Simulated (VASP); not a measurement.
Here is a VASP 6.6.1 calculation.

INCAR

```
PREC = Accurate ; ENCUT = 520
EDIFF = 1E-6 ; ISMEAR = 0
SIGMA = 0.15 ; LREAL = F
LASPH = T ; NELM = 100
ALGO = Normal ; ISIF = 2
LWAVE = F ; LCHARG = F
GGA = PS ; NBANDS = 28
```

KPOINTS

```
Automatic mesh
0
Gamma
  12 12 10
```

File POSCAR:

```
SnO
1.0
    3.7567665803      0.0090125208     -0.0290050494
    0.0090125208      3.7596391851     -0.0408752488
   -0.0368933243     -0.0519917683      4.8183426522
Sn O
2 2
Direct
    0.0079157650      0.4946711386      0.2234715928
    0.4938599730     -0.0011383523      0.7636228461
    0.0049355881      0.0040149763      0.0080621641
    0.4932886739      0.5024522375      0.0048433970
```

Potentials or basis: VASP PAW PBE potentials, release 64 (Sn_d, O).

Run with:

```console
$ cat potpaw_PBE.64/Sn_d/POTCAR potpaw_PBE.64/O/POTCAR > POTCAR
$ mpirun -np 1 vasp_std > vasp.out
```

(1) Estimate the band gap on the k mesh.

(2) Predict the pressure.

Answers

(1) 0.12 eV (least direct gap 1.80 eV).

(2) 6.5 GPa.

Caveat: the cell differs from its parent crystal (atoms moved at random and the cell strained at random); the cell stands under pressure; semilocal functionals underestimate gaps, and a narrow one can read as zero; the PAW data sets were made with another functional, which shifts forces and pressure a little; spin-orbit coupling is left out, which moves the levels of the heavy elements.
